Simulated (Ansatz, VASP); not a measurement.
**One calculation of P, two programs**

```xyz
2
Lattice="2.4247 0.0000 0.0000 0.0000 2.4385 0.0000 -0.0203 0.0000 4.8524" Properties=species:S:1:pos:R:3 pbc="T T T"
P     2.4196    0.0000    1.2159
P    -0.0152    0.0000    3.6365
```

Alike in both runs: task single point; functional PBE; k mesh 18 × 18 × 10; occupations tetrahedron; no spin polarisation.

|  | VASP | Ansatz |
| --- | --- | --- |
| version | VASP 6.6.1 | Ansatz 0.2.0 |
| potentials or method | VASP PAW PBE potentials, release 64 (P), cutoff 520 eV | scalar-relativistic, plane waves, PAW |
| valence electrons in the cell | 10 | 10 |

VASP gave:

```
gap on the k mesh at the Fermi level (eV)                     : none
pressure (GPa)                                                : 1.9
traceless stress, the component that is largest in VASP (GPa) : 0.67
rms of the force components (eV/Å)                            : 0.056
```

Problem. What did Ansatz give for the same quantities?

Solution. gap on the k mesh at the Fermi level (eV): none; pressure (GPa): 2.2; traceless stress, the component that is largest in VASP (GPa): 0.66; rms of the force components (eV/Å): 0.054.

Atom by atom the forces differ by 0.002 eV/Å (rms over components). A gap of «none» marks a metal or a gap that the smearing closes. Ansatz's warnings: band table not solved further, tetrahedron derivatives may miss energy slope.
